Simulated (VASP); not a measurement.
# Ti (Im-3m) in VASP: further runs

Runs on Ti. Level: PBE. Tasks: single point, relaxation of cell and atoms.

All numbers are computed with VASP 6.6.1; they aren't measurements. Logs are shortened: lines on timing, memory, paths and dates and some standing lists are left out, and cuts for length are marked.

### Step 1. The cell of the first run

Symmetry: Im-3m, No. 229, cubic system. The conventional cell has a = 3.303 Å, b = 3.303 Å, c = 3.303 Å, α = 90.00°, β = 90.00°, γ = 90.00°. Ti (site symmetry m-3m) has 14 Ti at 2.86 to 3.30 Å within 3.8 Å.

### Step 2. Single point, PBE (volume scaled by 1.04)

Contents of INCAR:

```
SYSTEM = Ti
PREC = Accurate ; ENCUT = 520
EDIFF = 1E-6 ; ISMEAR = -1
SIGMA = 0.1 ; LREAL = .False.
LASPH = .True. ; NELM = 60
ALGO = Normal ; ISIF = 2
LWAVE = .False. ; LCHARG = .False.
GGA = PE ; NBANDS = 12
```

Contents of KPOINTS:

```
Automatic mesh
0
Gamma
  15 15 15
  0 0 0
```

Contents of POSCAR:

```
Ti
1.0
   -1.6515704804      1.6515704804      1.6515704804
    1.6515704804     -1.6515704804      1.6515704804
    1.6515704804      1.6515704804     -1.6515704804
Ti
1
Direct
    0.0000000000      0.0000000000      0.0000000000
```

Potentials or basis: VASP PAW PBE potentials, release 64 (Ti_sv).

Launch:

```sh
> cat potpaw_PBE.64/Ti_sv/POTCAR > POTCAR
> mpirun -np 1 vasp_std > vasp.out
```

OUTCAR:

```text
SYSTEM = Ti
   PREC = Accurate
   ENCUT = 520
   EDIFF = 1E-6
   ISMEAR = -1
   LREAL = .False.
   LASPH = .True.
   NELM = 60
   ISIF = 2
   GGA = PE

 ion  position               nearest neighbor table
   1  0.000  0.000  0.000-

  LATTYP: Found a body centered cubic cell.
 ALAT       =     3.3031409608

  Lattice vectors:

 A1 = (  -1.6515704804,   1.6515704804,   1.6515704804)
 A2 = (   1.6515704804,  -1.6515704804,   1.6515704804)
 A3 = (   1.6515704804,   1.6515704804,  -1.6515704804)

Analysis of symmetry for initial positions (statically):
=====================================================================
 Subroutine PRICEL returns:
 Original cell was already a primitive cell.

 Routine SETGRP: Setting up the symmetry group for a
 body centered cubic supercell.

 Subroutine GETGRP returns: Found 48 space group operations
[... 9 lines left out ...]

 Routine SETGRP: Setting up the symmetry group for a
 body centered cubic supercell.

 Subroutine GETGRP returns: Found 48 space group operations
[... 11 lines left out ...]
                                     Primitive cell

  volume of cell :      18.0199

  direct lattice vectors                    reciprocal lattice vectors
    -1.651570480  1.651570480  1.651570480     0.000000000  0.302742151  0.302742151
     1.651570480 -1.651570480  1.651570480     0.302742151  0.000000000  0.302742151
     1.651570480  1.651570480 -1.651570480     0.302742151  0.302742151  0.000000000

  length of vectors
     2.860603984  2.860603984  2.860603984     0.428142056  0.428142056  0.428142056

  position of ions in fractional coordinates (direct lattice)
     0.000000000  0.000000000  0.000000000

  ion indices of the primitive-cell ions
   primitive index   ion index
                 1           1

----------------------------------------------------------------------------------------

 KPOINTS: Automatic mesh

Automatic generation of k-mesh.
 Grid dimensions read from file:
 generate k-points for:   15   15   15

 Generating k-lattice:

  Cartesian coordinates                     Fractional coordinates (reciprocal lattice)
     0.000000000  0.020182810  0.020182810     0.066666667  0.000000000  0.000000000
     0.020182810  0.000000000  0.020182810     0.000000000  0.066666667  0.000000000
     0.020182810  0.020182810  0.000000000     0.000000000  0.000000000  0.066666667

  Length of vectors
     0.028542804  0.028542804  0.028542804

  Shift w.r.t. Gamma in fractional coordinates (k-lattice)
     0.000000000  0.000000000  0.000000000

 Subroutine IBZKPT returns following result:
 ===========================================

 Found    120 irreducible k-points:

 Following reciprocal coordinates:
            Coordinates               Weight
  0.000000  0.000000  0.000000      1.000000
  0.066667  0.000000  0.000000     12.000000
  0.133333  0.000000  0.000000     12.000000
  0.200000  0.000000  0.000000     12.000000
  0.266667  0.000000  0.000000     12.000000
  0.333333  0.000000  0.000000     12.000000
[... 16 lines left out ...]
  0.333333  0.200000 -0.000000     48.000000
  0.400000  0.200000  0.000000     24.000000
 [... further k-points ...]
   k-points           NKPTS =    120   k-points in BZ     NKDIM =    120   number of bands    NBANDS=     12
   number of dos      NEDOS =    301   number of ions     NIONS =      1
   total plane-waves  NPLWV =  13824
   dimension x,y,z NGX =    24 NGY =   24 NGZ =   24
   dimension x,y,z NGXF=    48 NGYF=   48 NGZF=   48
   ions per type =               1
   NGX,Y,Z   is equivalent  to a cutoff of  13.95, 13.95, 13.95 a.u.
   NGXF,Y,Z  is equivalent  to a cutoff of  27.90, 27.90, 27.90 a.u.
 SYSTEM =  Ti
   PREC   = accura    normal or accurate (medium, high low for compatibility)
   ISTART =      0    job   : 0-new  1-cont  2-samecut
   ICHARG =      2    charge: 1-file 2-atom 10-const
   ISPIN  =      1    spin polarized calculation?
   LNONCOLLINEAR =      F non collinear calculations
   LSORBIT =      F    spin-orbit coupling
   LASPH  =      T    aspherical Exc in radial PAW
   ENCUT  =  520.0 eV  38.22 Ry    6.18 a.u.   5.32  5.32  5.32*2*pi/ulx,y,z
   NELM   =     60;   NELMIN=  2; NELMDL= -5     # of ELM steps
   EDIFF  = 0.1E-05   stopping-criterion for ELM
   LREAL  =      F    real-space projection
   EDIFFG = 0.1E-04   stopping-criterion for IOM
   NSW    =      0    number of steps for IOM
   IBRION =     -1    ionic relax: 0-MD 1-quasi-New 2-CG
   NFREE  =      0    steps in history (QN), initial steepest desc. (CG)
   ISIF   =      2    stress and relaxation
   ISYM   =      2    0-nonsym 1-usesym 2-fastsym
   POTIM  = 0.5000    time-step for ionic-motion
   TEBEG  =    0.0;   TEEND  =   0.0 temperature during run
   PSTRESS=    0.0 pullay stress
   NELECT =      12.0000    total number of electrons
   NUPDOWN=      -1.0000    fix difference up-down
   EMIN   =  10.00;   EMAX   =-10.00  energy-range for DOS
   EFERMI =   0.00;   METHOD = LEGACY
   ISMEAR =    -1;   SIGMA  =   0.10  broadening in eV -4-tet -1-fermi 0-gaus
   EFERMI_NEDOS =   21; number of points for ismear=-14 and -15
   IALGO  =     38    algorithm
   IMIX   =      4    mixing-type and parameters
     AMIX     =   0.40;   BMIX     =  1.00
     AMIX_MAG =   1.60;   BMIX_MAG =  1.00
  volume/ion in A,a.u.               =      18.02       121.60
  Fermi-wavevector in a.u.,A,eV,Ry     =   1.429612  2.701575 27.807451  2.043790
  Thomas-Fermi vector in A             =   2.549547
   LORBIT       =      0    0 simple, 1 ext, 2 COOP (PROOUT), +10 PAW based schemes
   GGA     = PE    functional components
   LHFCALC =     F    Hartree Fock is set to
   AEXX    =    0.0000 exact exchange contribution
   IVDW    =     0    specifies the selected vdW correction
   LEPSILON=     F    determine dielectric tensor
   LRPA    =     F    only Hartree local field effects (RPA)
 non-spin polarized calculation
  energy-cutoff  :      520.00
  volume of cell :       18.02
 maximum number of plane-waves:       496
 NGX is ok and might be reduce to    24
   NGX = 11   NGY = 11   NGZ = 11

 number of electron      12.0000003 magnetization

 Free energy of the ion-electron system (eV)
  ---------------------------------------------------
  ext. energy  EPLUGINS =         0.00000000
  ---------------------------------------------------
  free energy    TOTEN  =        -7.75333383 eV

  energy without entropy =       -7.67218423  energy(sigma->0) =       -7.71275903

 E-fermi :   7.7130     XC(G=0): -11.3219

 val. band max:        7.7121718063   @ k =  -0.2667   0.3333   0.1333
 cond. band min:       7.7170107946   @ k =   0.3333   0.2000  -0.0000
 fundamental gap:      0.0048389883
 Fermi energy:         7.7129773906

 k-point     1 :       0.0000    0.0000    0.0000
  band No.  band energies     occupation
      1     -48.8932      2.00000
      2     -24.7900      2.00000
      3     -24.7900      2.00000
      4     -24.7900      2.00000
      5       1.8380      2.00000
      6       8.6653      0.00015
      7       8.6653      0.00015
      8       8.6653      0.00015
      9      10.3438      0.00000
     10      10.3438      0.00000
     11      24.8587      0.00000
     12      24.8587      0.00000

 k-point     2 :       0.0667    0.0000    0.0000
  band No.  band energies     occupation
      1     -48.8884      2.00000
      2     -24.8169      2.00000
      3     -24.7984      2.00000
      4     -24.7902      2.00000
      5       1.9850      2.00000
      6       8.5996      0.00028
      7       8.6469      0.00018
      8       8.7703      0.00005
      9      10.2682      0.00000
     10      10.3478      0.00000
     11      24.5954      0.00000
     12      24.8334      0.00000

 k-point     3 :       0.1333    0.0000    0.0000
  band No.  band energies     occupation
      1     -48.8748      2.00000
      2     -24.8919      2.00000
      3     -24.8218      2.00000
      4     -24.7906      2.00000
      5       2.4121      2.00000
      6       8.4193      0.00171
      7       8.5585      0.00043
      8       9.0767      0.00000
      9      10.1162      0.00000
     10      10.3634      0.00000
     11      23.7684      0.00000
     12      24.5862      0.00000

 k-point     4 :       0.2000    0.0000    0.0000
  band No.  band energies     occupation
      1     -48.8546      2.00000
      2     -25.0012      2.00000
      3     -24.8562      2.00000
      4     -24.7912      2.00000
      5       3.0738      2.00000
      6       8.1664      0.02124
      7       8.3512      0.00338
      8       9.5575      0.00000
      9      10.0392      0.00000
     10      10.3980      0.00000
     11      22.3740      0.00000
     12      23.8849      0.00000

 k-point     5 :       0.2667    0.0000    0.0000
  band No.  band energies     occupation
      1     -48.8312      2.00000
      2     -25.1247      2.00000
      3     -24.8954      2.00000
      4     -24.7919      2.00000
      5       3.8767      2.00000
      6       7.8927      0.28442
      7       8.0994      0.04110
      8      10.0904      0.00000
      9      10.1627      0.00000
     10      10.4560      0.00000
     11      20.6140      0.00000
     12      22.9168      0.00000
[... 228 lines left out ...]
      1     -48.8035      2.00000
      2     -25.2198      2.00000
      3     -24.9494      2.00000
      4     -24.8363      2.00000
      5       4.9967      2.00000
      6       7.4924      1.80158
      7       7.7874      0.64422
      8       9.9738      0.00000
      9      10.6672      0.00000
     10      11.2854      0.00000
     11      19.9361      0.00000
     12      20.0359      0.00000

 k-point    22 :       0.2667    0.2000   -0.0000
  band No.  band energies     occupation
      1     -48.7869      2.00000
      2     -25.2716      2.00000
      3     -25.0033      2.00000
      4     -24.8442      2.00000
      5       5.6682      2.00000
      6       7.2952      1.96979
      7       7.7114      1.00782
      8      10.1043      0.00000
      9      10.7127      0.00000
     10      12.0831      0.00000
     11      18.1792      0.00000
     12      19.3100      0.00000

 k-point    23 :       0.3333    0.2000   -0.0000
  band No.  band energies     occupation
      1     -48.7757      2.00000
      2     -25.3019      2.00000
      3     -25.0460      2.00000
      4     -24.8479      2.00000
      5       6.0204      2.00000
      6       7.2935      1.97029
      7       7.7170      0.97984
      8      10.2363      0.00000
      9      10.7601      0.00000
     10      12.8611      0.00000
     11      16.6543      0.00000
     12      18.8243      0.00000

 k-point    24 :       0.4000    0.2000    0.0000
  band No.  band energies     occupation
      1     -48.7717      2.00000
      2     -25.3115      2.00000
      3     -25.0624      2.00000
      4     -24.8491      2.00000
      5       6.0935      2.00000
      6       7.3269      1.95876
      7       7.7570      0.78345
      8      10.2816      0.00000
      9      10.7996      0.00000
     10      13.2849      0.00000
     11      15.9469      0.00000
     12      18.6414      0.00000

 [... further k-points ...]
[... 5 lines left out ...]
  --------------------------------------------------------------------------------------
  -------------------------------------------------------------------------------------
  Total       -0.4604078     -0.4604078     -0.4604078      0.0000000      0.0000000      0.0000000
  in kB      -40.9356685    -40.9356685    -40.9356685      0.0000000      0.0000000      0.0000000
  external PRESSURE =     -40.9356685 kB  Pullay stress =       0.0000000 kB

 VOLUME and BASIS-vectors are now :
 -----------------------------------------------------------------------------
  energy-cutoff  :      520.00
  volume of cell :       18.02
      direct lattice vectors                 reciprocal lattice vectors
    -1.651570480  1.651570480  1.651570480     0.000000000  0.302742151  0.302742151
     1.651570480 -1.651570480  1.651570480     0.302742151  0.000000000  0.302742151
     1.651570480  1.651570480 -1.651570480     0.302742151  0.302742151  0.000000000

 POSITION                                       TOTAL-FORCE (eV/Angst)
 -----------------------------------------------------------------------------------
      0.00000      0.00000      0.00000         0.000000      0.000000      0.000000
 -----------------------------------------------------------------------------------
    total drift:                               -0.000000      0.000000      0.000000

  FREE ENERGIE OF THE ION-ELECTRON SYSTEM (eV)
  ---------------------------------------------------
  free  energy   TOTEN  =        -7.7533338324 eV

  energy  without entropy=       -7.6721842258  energy(sigma->0) =       -7.71275903
```

Wall time 30 s (1 thread of Intel Xeon 6975P-C, shared host); peak memory 0.15 GiB.

Results:

- Free energy: -7.7533 eV
- Pressure: -4.1 GPa
- Band gap on the k mesh: zero (band 6 reaches 8.67 eV, above the bottom of band 7 at 7.08 eV)

### Step 3. Single point, PBE (volume scaled by 1.08)

Contents of INCAR:

```
SYSTEM = Ti
PREC = Accurate
ENCUT = 520
EDIFF = 1E-7
ISMEAR = -1
SIGMA = 0.1
LREAL = .FALSE.
LASPH = .TRUE.
NELM = 100
ALGO = Normal
ISIF = 2
LWAVE = .FALSE.
LCHARG = .FALSE.
GGA = PE
NBANDS = 12
```

Contents of KPOINTS:

```
regular mesh
0
G
  15 15 15
  0 0 0
```

Contents of POSCAR:

```
Ti
1.0
   -1.6724786554      1.6724786554      1.6724786554
    1.6724786554     -1.6724786554      1.6724786554
    1.6724786554      1.6724786554     -1.6724786554
Ti
1
Direct
    0.0000000000      0.0000000000      0.0000000000
```

Potentials or basis: VASP PAW PBE potentials, release 64 (Ti_sv).

Launch:

```sh
> cat potpaw_PBE.64/Ti_sv/POTCAR > POTCAR
> mpirun -np 1 vasp_std > vasp.out
```

It took 38 s on 1 thread of Intel Xeon 6975P-C, shared host; peak memory 0.15 GiB.

Results (log left out):

```yaml
Free_energy: -7.7288 eV
Pressure: -7.3 GPa
Band_gap_on_the_k_mesh: zero (band 6 reaches 8.26 eV, above the bottom of band 7 at 6.74 eV)
```

Levels at points of the mesh, in eV from the Fermi level:
| k point | band 3 | band 4 | band 5 | band 6 | band 7 | band 8 | band 9 | band 10 |
| --- | --- | --- | --- | --- | --- | --- | --- | --- |
| (0.00, 0.00, 0.00) | -32.62 | -32.62 | -5.79 | 0.92 | 0.92 | 0.92 | 2.52 | 2.52 |

### Step 4. Single point, PBE (volume scaled by 1.12)

Contents of INCAR:

```
PREC     = Accurate       # precision mode
ENCUT    = 520            # plane-wave cutoff, eV
EDIFF    = 1E-7           # SCF threshold, eV
ISMEAR   = -1             # smearing method
SIGMA    = 0.1            # smearing width, eV
LREAL    = False          # projectors in reciprocal space
LASPH    = True           # aspherical terms in the spheres
NELM     = 100            # most SCF steps
ALGO     = Normal         # electronic algorithm
ISIF     = 2              # what is computed and relaxed
LWAVE    = False          # write WAVECAR
LCHARG   = True           # write CHGCAR
GGA      = PE             # functional
LELF     = True           # ELF
LVHAR    = True         
NBANDS   = 12             # bands
```

Contents of KPOINTS:

```
regular mesh
0
Gamma
  15 15 15
```

Contents of POSCAR:

```
Ti
1.0
   -1.6928767469      1.6928767469      1.6928767469
    1.6928767469     -1.6928767469      1.6928767469
    1.6928767469      1.6928767469     -1.6928767469
Ti
1
Direct
    0.0000000000      0.0000000000      0.0000000000
```

Launch:

```sh
> cat potpaw_PBE.64/Ti_sv/POTCAR > POTCAR
> mpirun -np 1 vasp_std > vasp.out
```

Run time: 38 s. Hardware: 1 thread of Intel Xeon 6975P-C, shared host; peak memory 0.15 GiB.

The run converged. Its results:

* Free energy: -7.6918 eV
* Pressure: -9.9 GPa
* Band gap on the k mesh: zero (band 6 reaches 7.87 eV, above the bottom of band 7 at 6.41 eV)

Levels at points of the mesh, in eV from the Fermi level:
```csv
k point,band 2,band 3,band 4,band 5,band 6,band 7,band 8,band 9,band 10,band 11
"(0.00, 0.00, 0.00)",-32.72,-32.72,-32.72,-5.70,0.88,0.88,0.88,2.41,2.41,16.62
```

[end of part 1 of 2]
